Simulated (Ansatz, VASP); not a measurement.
**CdF2: VASP beside Ansatz**

```
Cd F
1.0
     0.00000    2.85239    2.68581
     2.85239    0.00000    2.68581
     2.85239    2.85239    0.00000
Cd F
1 2
Direct
  0.00000 0.00000 0.00000
  0.25000 0.25000 0.25000
  0.75000 0.75000 0.75000
```

Alike in both runs: task single point; functional PBEsol; k mesh 8 × 8 × 8; occupations gaussian, width 0.05 eV; no spin polarisation.

|  | VASP | Ansatz |
| --- | --- | --- |
| version | VASP 6.6.1 | Ansatz 0.2.0 |
| potentials or method | VASP PAW PBE potentials, release 64 (Cd, F), cutoff 520 eV | scalar-relativistic, plane waves, PAW |
| valence electrons in the cell | 26 | 34 |

VASP gave:

| Item | Value |
| --- | --- |
| gap on the k mesh at the Fermi level (eV) | 2.40 |
| least direct gap on the mesh (eV) | 2.92 |
| pressure (GPa) | -9.0 |
| traceless stress, the component that is largest in VASP (GPa) | 4.05 |

**Question.** What did Ansatz give for the same quantities?

**Answer.** gap on the k mesh at the Fermi level (eV): 2.43; least direct gap on the mesh (eV): 2.95; pressure (GPa): -9.3; traceless stress, the component that is largest in VASP (GPa): 4.10.

VASP's potentials were made for PBE, not for PBEsol. With one functional, cell and mesh, what is left measures potentials, basis and numerics. VASP's potentials hold 26 valence electrons a cell and Ansatz's 34, so a difference there can come from the potentials and not from the codes.
